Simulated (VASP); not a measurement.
# In6As (Fm-3m) in VASP: relaxation of cell and atoms with PBE

Aim: the relaxation of cell and atoms of In6As with PBE.

Everything below comes from runs of VASP 6.6.1. Logs are shortened: lines on timing, memory, paths and dates and some standing lists are left out, and cuts for length are marked.

## Step 1: The cell of the first run

The structure is cubic, space group Fm-3m (No. 225). The conventional cell has a = 9.242 Å, b = 9.242 Å, c = 9.242 Å, α = 90.00°, β = 90.00°, γ = 90.00°. In (site symmetry mmm) has 8 In at 3.27 Å and 2 As at 3.27 Å within 4.3 Å. Within 4.3 Å of As (site symmetry m-3m) lie 12 In at 3.27 Å.

The cell was generated, and may not be a known phase.

## Step 2: Relaxation of cell and atoms, PBE

INCAR reads:

```
SYSTEM = In6As
ALGO = Fast ; EDIFF = 1E-6
EDIFFG = -0.01 ; ENCUT = 600
GGA = PE ; IBRION = 2
ISIF = 3 ; ISMEAR = 0
LASPH = .TRUE. ; LCHARG = .FALSE.
LREAL = .FALSE. ; LWAVE = .FALSE.
NELM = 60 ; NSW = 100
PREC = Accurate ; SIGMA = 0.1
```

KPOINTS reads:

```
k-points
0
G
  6 6 6
  0 0 0
```

POSCAR reads:

```
In6As
1.0
    0.0000000000      4.6211063187      4.6211063187
    4.6211063187      0.0000000000      4.6211063187
    4.6211063187      4.6211063187      0.0000000000
In As
6 1
Direct
    0.5000000000      0.5000000000      0.0000000000
    0.5000000000      0.0000000000      0.5000000000
    0.0000000000      0.0000000000      0.5000000000
    0.0000000000      0.5000000000      0.0000000000
    0.0000000000      0.5000000000      0.5000000000
    0.5000000000      0.0000000000      0.0000000000
    0.0000000000      0.0000000000      0.0000000000
```

Potentials or basis: VASP PAW PBE potentials, release 64 (In_d, As).

The run is started by

```
> cat potpaw_PBE.64/In_d/POTCAR potpaw_PBE.64/As/POTCAR > POTCAR
> mpirun -np 1 vasp_std > vasp.out
```

OUTCAR:

```text
SYSTEM = In6As
   EDIFF = 1E-6
   EDIFFG = -0.01
   ENCUT = 600
   GGA = PE
   IBRION = 2
   ISIF = 3
   ISMEAR = 0
   LASPH = .TRUE.
   LREAL = .FALSE.
   NELM = 60
   NSW = 100
   PREC = Accurate

 ion  position               nearest neighbor table
   1  0.500  0.500  0.000-   4 3.27   6 3.27   2 3.27   5 3.27   2 3.27   6 3.27   7 3.27   4 3.27
                             5 3.27   7 3.27
   2  0.500  0.000  0.500-   3 3.27   6 3.27   1 3.27   6 3.27   7 3.27   1 3.27   5 3.27   3 3.27
                             5 3.27   7 3.27
   3  0.000  0.000  0.500-   2 3.27   5 3.27   7 3.27   4 3.27   6 3.27   7 3.27   4 3.27   5 3.27
                             2 3.27   6 3.27
   4  0.000  0.500  0.000-   1 3.27   5 3.27   7 3.27   3 3.27   5 3.27   3 3.27   6 3.27   7 3.27
                             1 3.27   6 3.27
   5  0.000  0.500  0.500-   3 3.27   4 3.27   1 3.27   4 3.27   7 3.27   2 3.27   3 3.27   7 3.27
                             1 3.27   2 3.27
   6  0.500  0.000  0.000-   1 3.27   2 3.27   7 3.27   2 3.27   3 3.27   1 3.27   4 3.27   3 3.27
                             4 3.27   7 3.27
   7  0.000  0.000  0.000-   3 3.27   4 3.27   6 3.27   2 3.27   3 3.27   5 3.27   1 3.27   4 3.27
                             5 3.27   1 3.27   2 3.27   6 3.27

  LATTYP: Found a face centered cubic cell.
 ALAT       =     9.2422126374

  Lattice vectors:

 A1 = (   0.0000000000,   4.6211063187,   4.6211063187)
 A2 = (   4.6211063187,   0.0000000000,   4.6211063187)
 A3 = (   4.6211063187,   4.6211063187,   0.0000000000)

Analysis of symmetry for initial positions (statically):
=====================================================================
 Subroutine PRICEL returns:
 Original cell was already a primitive cell.

 Routine SETGRP: Setting up the symmetry group for a
 face centered cubic supercell.

 Subroutine GETGRP returns: Found 48 space group operations
 (whereof 48 operations were pure point group operations)
 out of a pool of 48 trial point group operations.

The static configuration has the point symmetry O_h .

Analysis of symmetry for dynamics (positions and initial velocities):
=====================================================================
 Subroutine PRICEL returns:
 Original cell was already a primitive cell.

 Routine SETGRP: Setting up the symmetry group for a
 face centered cubic supercell.

 Subroutine GETGRP returns: Found 48 space group operations
 (whereof 48 operations were pure point group operations)
 out of a pool of 48 trial point group operations.

The dynamic configuration has the point symmetry O_h .

 Subroutine INISYM returns: Found 48 space group operations
 (whereof 48 operations are pure point group operations),
 and found     1 'primitive' translations

----------------------------------------------------------------------------------------

                                     Primitive cell

  volume of cell :     197.3640

  direct lattice vectors                    reciprocal lattice vectors
     0.000000000  4.621106319  4.621106319    -0.108199199  0.108199199  0.108199199
     4.621106319  0.000000000  4.621106319     0.108199199 -0.108199199  0.108199199
     4.621106319  4.621106319  0.000000000     0.108199199  0.108199199 -0.108199199

  length of vectors
     6.535231229  6.535231229  6.535231229     0.187406509  0.187406509  0.187406509

  position of ions in fractional coordinates (direct lattice)
     0.500000000  0.500000000  0.000000000
     0.500000000  0.000000000  0.500000000
     0.000000000  0.000000000  0.500000000
     0.000000000  0.500000000  0.000000000
     0.000000000  0.500000000  0.500000000
     0.500000000  0.000000000  0.000000000
     0.000000000  0.000000000  0.000000000

  ion indices of the primitive-cell ions
   primitive index   ion index
                 1           1
                 2           2
                 3           3
                 4           4
                 5           5
                 6           6
                 7           7

----------------------------------------------------------------------------------------

 KPOINTS: k-points

Automatic generation of k-mesh.
 Grid dimensions read from file:
 generate k-points for:    6    6    6

 Generating k-lattice:

  Cartesian coordinates                     Fractional coordinates (reciprocal lattice)
    -0.018033200  0.018033200  0.018033200     0.166666667  0.000000000  0.000000000
     0.018033200 -0.018033200  0.018033200     0.000000000  0.166666667  0.000000000
     0.018033200  0.018033200 -0.018033200     0.000000000  0.000000000  0.166666667

  Length of vectors
     0.031234418  0.031234418  0.031234418

  Shift w.r.t. Gamma in fractional coordinates (k-lattice)
     0.000000000  0.000000000  0.000000000

 Subroutine IBZKPT returns following result:
 ===========================================

 Found     16 irreducible k-points:

 Following reciprocal coordinates:
            Coordinates               Weight
  0.000000  0.000000  0.000000      1.000000
  0.166667  0.000000  0.000000      8.000000
  0.333333  0.000000  0.000000      8.000000
  0.500000  0.000000  0.000000      4.000000
  0.166667  0.166667  0.000000      6.000000
  0.333333  0.166667  0.000000     24.000000
[... 8 lines left out ...]
 -0.333333  0.333333  0.166667     24.000000
 -0.333333  0.500000  0.166667     12.000000
   k-points           NKPTS =     16   k-points in BZ     NKDIM =     16   number of bands    NBANDS=     49
   number of dos      NEDOS =    301   number of ions     NIONS =      7
   total plane-waves  NPLWV = 157464
   dimension x,y,z NGX =    54 NGY =   54 NGZ =   54
   dimension x,y,z NGXF=   108 NGYF=  108 NGZF=  108
   ions per type =               6   1
   NGX,Y,Z   is equivalent  to a cutoff of  13.74, 13.74, 13.74 a.u.
   NGXF,Y,Z  is equivalent  to a cutoff of  27.47, 27.47, 27.47 a.u.
 SYSTEM =  In6As
   PREC   = accura    normal or accurate (medium, high low for compatibility)
   ISTART =      0    job   : 0-new  1-cont  2-samecut
   ICHARG =      2    charge: 1-file 2-atom 10-const
   ISPIN  =      1    spin polarized calculation?
   LNONCOLLINEAR =      F non collinear calculations
   LSORBIT =      F    spin-orbit coupling
   LASPH  =      T    aspherical Exc in radial PAW
   ENCUT  =  600.0 eV  44.10 Ry    6.64 a.u.  13.05 13.05 13.05*2*pi/ulx,y,z
   NELM   =     60;   NELMIN=  2; NELMDL= -5     # of ELM steps
   EDIFF  = 0.1E-05   stopping-criterion for ELM
   LREAL  =      F    real-space projection
   EDIFFG = -.1E-01   stopping-criterion for IOM
   NSW    =    100    number of steps for IOM
   IBRION =      2    ionic relax: 0-MD 1-quasi-New 2-CG
   NFREE  =      1    steps in history (QN), initial steepest desc. (CG)
   ISIF   =      3    stress and relaxation
   ISYM   =      2    0-nonsym 1-usesym 2-fastsym
   POTIM  = 0.5000    time-step for ionic-motion
   TEBEG  =    0.0;   TEEND  =   0.0 temperature during run
   PSTRESS=    0.0 pullay stress
   NELECT =      83.0000    total number of electrons
   NUPDOWN=      -1.0000    fix difference up-down
   EMIN   =  10.00;   EMAX   =-10.00  energy-range for DOS
   EFERMI =   0.00;   METHOD = LEGACY
   ISMEAR =     0;   SIGMA  =   0.10  broadening in eV -4-tet -1-fermi 0-gaus
   EFERMI_NEDOS =   21; number of points for ismear=-14 and -15
   IALGO  =     68    algorithm
   IMIX   =      4    mixing-type and parameters
     AMIX     =   0.40;   BMIX     =  1.00
     AMIX_MAG =   1.60;   BMIX_MAG =  1.00
  volume/ion in A,a.u.               =      28.19       190.27
  Fermi-wavevector in a.u.,A,eV,Ry     =   1.226530  2.317806 20.468282  1.504376
  Thomas-Fermi vector in A             =   2.361528
   LORBIT       =      0    0 simple, 1 ext, 2 COOP (PROOUT), +10 PAW based schemes
   GGA     = PE    functional components
   LHFCALC =     F    Hartree Fock is set to
   AEXX    =    0.0000 exact exchange contribution
   IVDW    =     0    specifies the selected vdW correction
   LEPSILON=     F    determine dielectric tensor
   LRPA    =     F    only Hartree local field effects (RPA)
 conjugate gradient relaxation of ions
 non-spin polarized calculation
 RMM-DIIS sequential band-by-band and
 Gauss-broadening in eV      SIGMA  =   0.10
  energy-cutoff  :      600.00
  volume of cell :      197.36
 maximum number of plane-waves:      6615
 NGX is ok and might be reduce to    54
   NGX = 27   NGY = 27   NGZ = 27

 number of electron      82.9999980 magnetization

 Free energy of the ion-electron system (eV)
  ---------------------------------------------------
  ext. energy  EPLUGINS =         0.00000000
  ---------------------------------------------------
  free energy    TOTEN  =       -19.45803301 eV

  energy without entropy =      -19.44364572  energy(sigma->0) =      -19.45083936

 E-fermi :   6.1300     XC(G=0):  -9.6653

 val. band max:        5.9495279300   @ k =   0.1667   0.0000   0.0000
 cond. band min:       6.1487268596   @ k =  -0.3333   0.5000   0.1667
 fundamental gap:      0.1991989296
 Fermi energy:         6.1299733483

 k-point     1 :       0.0000    0.0000    0.0000
  band No.  band energies     occupation
      1      -8.6860      2.00000
      2      -8.6852      2.00000
      3      -8.6852      2.00000
      4      -8.6852      2.00000
      5      -8.5868      2.00000
      6      -8.5732      2.00000
[... 41 lines left out ...]
     48       9.3090      0.00000
     49      10.9018      0.00000

 k-point     2 :       0.1667    0.0000    0.0000
  band No.  band energies     occupation
      1      -8.6769      2.00000
      2      -8.6650      2.00000
      3      -8.6650      2.00000
      4      -8.6605      2.00000
      5      -8.5814      2.00000
      6      -8.5678      2.00000
[... 41 lines left out ...]
     48       9.6998      0.00000
     49      10.1924      0.00000

 k-point     3 :       0.3333    0.0000    0.0000
  band No.  band energies     occupation
      1      -8.6550      2.00000
      2      -8.6173      2.00000
      3      -8.6173      2.00000
      4      -8.6029      2.00000
      5      -8.5876      2.00000
      6      -8.5484      2.00000
[... 665 lines left out ...]
     48       9.4418      0.00000
     49       9.7016      0.00000

 k-point    16 :      -0.3333    0.5000    0.1667
  band No.  band energies     occupation
      1      -8.6313      2.00000
      2      -8.5546      2.00000
      3      -8.5403      2.00000
      4      -8.5370      2.00000
      5      -8.5320      2.00000
      6      -8.4923      2.00000
[... 41 lines left out ...]
     48       9.1531      0.00000
     49       9.8733      0.00000

------------------------ aborting loop because EDIFF is reached ----------------------------------------

  FORCE on cell =-STRESS in cart. coord.  units (eV):
  Direction    XX          YY          ZZ          XY          YZ          ZX
  --------------------------------------------------------------------------------------
  -------------------------------------------------------------------------------------
  Total        0.0446797      0.0446797      0.0446797      0.0000000      0.0000000      0.0000000
  in kB        0.3627045      0.3627045      0.3627045      0.0000000      0.0000000      0.0000000
  external PRESSURE =       0.3627045 kB  Pullay stress =       0.0000000 kB

 VOLUME and BASIS-vectors are now :
 -----------------------------------------------------------------------------
  energy-cutoff  :      600.00
  volume of cell :      197.36
      direct lattice vectors                 reciprocal lattice vectors
     0.000000000  4.621106319  4.621106319    -0.108199199  0.108199199  0.108199199
     4.621106319  0.000000000  4.621106319     0.108199199 -0.108199199  0.108199199
     4.621106319  4.621106319  0.000000000     0.108199199  0.108199199 -0.108199199

 POSITION                                       TOTAL-FORCE (eV/Angst)
 -----------------------------------------------------------------------------------
      2.31055      2.31055      4.62111         0.000000      0.000000      0.000000
      2.31055      4.62111      2.31055        -0.000000      0.000000      0.000000
      2.31055      2.31055      0.00000         0.000000     -0.000000     -0.000000
      2.31055      0.00000      2.31055        -0.000000      0.000000      0.000000
      4.62111      2.31055      2.31055        -0.000000     -0.000000     -0.000000
      0.00000      2.31055      2.31055         0.000000      0.000000     -0.000000
      0.00000      0.00000      0.00000         0.000000      0.000000     -0.000000
 -----------------------------------------------------------------------------------
    total drift:                                0.000000      0.000000     -0.000000

  FREE ENERGIE OF THE ION-ELECTRON SYSTEM (eV)
  ---------------------------------------------------
  free  energy   TOTEN  =       -19.4580330064 eV

  energy  without entropy=      -19.4436457183  energy(sigma->0) =      -19.45083936

 reached required accuracy - stopping structural energy minimisation
```

Wall time 7.2 min (1 thread of Oxide Virtual Turin-like, shared host); peak memory 0.43 GiB.

Results:

```yaml
Free_energy: -19.4580 eV
Pressure_after_relaxing: 0.0 GPa
Band_gap_on_the_k_mesh: zero (an odd number of electrons rules out a gap without spin polarisation)
```

Final structure:
```cif
data_structure
_symmetry_space_group_name_H-M 'P 1'
_symmetry_Int_Tables_number 1
_cell_length_a 6.5352
_cell_length_b 6.5352
_cell_length_c 6.5352
_cell_angle_alpha 60.000
_cell_angle_beta 60.000
_cell_angle_gamma 60.000
_cell_volume 197.36
loop_
_atom_site_label
_atom_site_type_symbol
_atom_site_fract_x
_atom_site_fract_y
_atom_site_fract_z
_atom_site_occupancy
In1 In 0.50000 0.50000 0.00000 1
In2 In 0.50000 0.00000 0.50000 1
In3 In 0.00000 0.00000 0.50000 1
In4 In 0.00000 0.50000 0.00000 1
In5 In 0.00000 0.50000 0.50000 1
In6 In 0.50000 0.00000 0.00000 1
As1 As 0.00000 0.00000 0.00000 1
```

Levels at points of the mesh, in eV from the Fermi level:
```tsv
k point	band 37	band 38	band 39	band 40	band 41	band 42	band 43	band 44	band 45	band 46
(0.00, 0.00, 0.00)	-3.71	-3.71	-3.48	-1.72	-1.72	-1.26	-1.26	-1.26	3.13	3.18
(0.50, 0.00, 0.00)	-3.90	-2.17	-1.34	-1.09	-1.09	-0.28	0.53	0.53	2.45	2.75
(0.50, 0.50, 0.00)	-1.14	-1.07	-0.66	-0.66	-0.37	0.05	0.05	1.81	1.88	2.18
```

Caveat: the relaxation stopped at its first step, so nothing moved; spin-orbit coupling is left out, which moves the levels of the heavy elements.

The gap in the log of VASP goes by the Fermi energy; the results here count the filled bands.